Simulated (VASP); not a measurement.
Write the native input for VASP 6.6.1 that does the following.

```yaml
Task: single point
Functional: PBE
Potentials_or_basis: VASP PAW PBE potentials, release 64 (V_sv)
Cutoff: 520 eV
k_mesh: 10 × 10 × 10
Occupations: fermi-dirac, width 0.05 eV
Spin: collinear spin, ferromagnetic start
Starting_moments: "[1.0] μB"
Fixed_moment: 1 μB
Dipole_correction: no
Further_INCAR_settings: ALGO = Normal; EDIFF = 1e-06; NBANDS = 16
```

The structure of V lies in POSCAR:

```
V
1.0
   -1.5143500000      1.5143500000      1.5143500000
    1.5143500000     -1.5143500000      1.5143500000
    1.5143500000      1.5143500000     -1.5143500000
V
1
Direct
    0.0000000000      0.0000000000      0.0000000000
```

The input as run:

INCAR

```
PREC = Accurate
ENCUT = 520
EDIFF = 1E-6
ISMEAR = -1
SIGMA = 0.05
LREAL = False
LASPH = True
NELM = 150
ALGO = Normal
ISIF = 2
LWAVE = False
LCHARG = False
ISPIN = 2
MAGMOM = 1
LORBIT = 11
NUPDOWN = 1.0
LMAXMIX = 4
GGA = PE
NBANDS = 16
```

KPOINTS

```
regular mesh
0
Gamma
  10 10 10
```

Potentials or basis: VASP PAW PBE potentials, release 64 (V_sv).

Command:

```bash
$ cat potpaw_PBE.64/V_sv/POTCAR > POTCAR
$ mpirun -np 1 vasp_std > vasp.out
```

It gave:

* Pressure: -0.4 GPa
* Net moment: 1.00 μB per cell
* Site moments: V +0.82 μB
* Valence electrons inside the program's atomic spheres: V 11.60

Caveat: the total moment is fixed, so each spin has its own Fermi level.

It took 26 s on 1 thread of Intel Xeon 8259CL (shared host), peak memory 0.14 GiB.
